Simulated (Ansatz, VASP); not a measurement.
# HfB2 in VASP and in Ansatz

POSCAR

```
HfB2
1.0
    3.1400000000      0.0000000000      0.0000000000
   -1.5700000000      2.7193197679      0.0000000000
    0.0000000000      0.0000000000      3.4800000000
Hf B
1 2
Direct
    0.0000000000      0.0000000000      0.0000000000
    0.6666666667      0.3333333333      0.5000000000
    0.3333333333      0.6666666667      0.5000000000
```

INCAR.step1

```
SYSTEM = HfB2
PREC = Accurate
ENCUT = 550
ISMEAR = 1
SIGMA = 0.1
LREAL = .False.
LASPH = .True.
NELM = 200
ISPIN = 2
MAGMOM = 0.5 0 0
LMAXMIX = 4
GGA = PE
ALGO = Normal
EDIFF = 1E-5
LWAVE = .True.
LCHARG = .False.
GGA_COMPAT = .False.
IBRION = 2
ISIF = 3
EDIFFG = -0.005
NELMIN = 4
NSW = 100
```

The input INCAR.step2:

```
SYSTEM = HfB2
PREC = Accurate
ENCUT = 550
EDIFF = 1E-7
ISMEAR = 1
SIGMA = 0.1
LREAL = .False.
LASPH = .True.
NELM = 200
ALGO = Normal
ISIF = 3
LWAVE = .False.
LCHARG = .False.
ISPIN = 2
MAGMOM = 0.5 0 0
LORBIT = 11
LMAXMIX = 4
METAGGA = R2SCAN
LMIXTAU = .True.
IBRION = 2
NSW = 60
EDIFFG = -0.01
ISTART = 1
GGA_COMPAT = .False.
NELMIN = 4
```

The input KPOINTS:

```
regular mesh
0
Gamma
  10 10 8
  0 0 0
```

The input input.yaml:

```yaml
crystal:
  lattice:
    - [3.14, 0.0, 0.0]
    - [-1.57, 2.7193197679, 0.0]
    - [0.0, 0.0, 3.48]
  atoms:
    - { symbol: Hf, position: [0.0, 0.0, 0.0], spin: 0.5 }
    - { symbol: B, position: [0.6666666667, 0.3333333333, 0.5] }
    - { symbol: B, position: [0.3333333333, 0.6666666667, 0.5] }
hamiltonian:
  xc: r2scan
  pseudopotentials: { kind: paw, core: large }
magnetization:
  spin_polarized: true
kpoints:
  mp_grid: { grid: [10, 10, 8] }
scf:
  occupations: { method: methfessel_paxton, width: 0.1 }
output:
  forces: true
  stress: true
relax:
  f_tol: 0.01
  max_steps: 40
  cell: { stress_tol: 0.05 }
```

Alike in both runs: task relaxation of cell and atoms; functional r2SCAN; k mesh 10 × 10 × 8; occupations methfessel-paxton of order 1, width 0.1 eV; collinear spin.

|  | VASP | Ansatz |
| --- | --- | --- |
| version | VASP 6.6.1 | Ansatz 0.2.0 |
| potentials or method | VASP PAW PBE potentials, release 64 (Hf_pv, B) | Ansatz PAW |
| plane-wave cutoff (eV) | 550 | 500 |
| valence electrons in the cell | 16 | 32 |

|  | VASP | Ansatz | Ansatz less VASP |
| --- | --- | --- | --- |
| net moment per atom (μB) | 0.00 | 0.00 | 0.000 |
| relaxed volume (Å³/atom) | 9.86 | 9.88 | +0.024 |
| relaxed length of the cell vector where the two differ most in proportion (Å) | 3.132 | 3.135 | +0.0026 |

VASP's potentials were made for PBE, not for r2SCAN. VASP's potentials hold 16 valence electrons a cell and Ansatz's 32, so a difference there can come from the potentials and not from the codes.

Neither program's run includes spin-orbit coupling. Noted on Ansatz's run: the magnetic or orbital state may not be the lowest; the plane-wave basis is chosen anew once the cell has moved, so the energies of steps on either side of that aren't comparable.
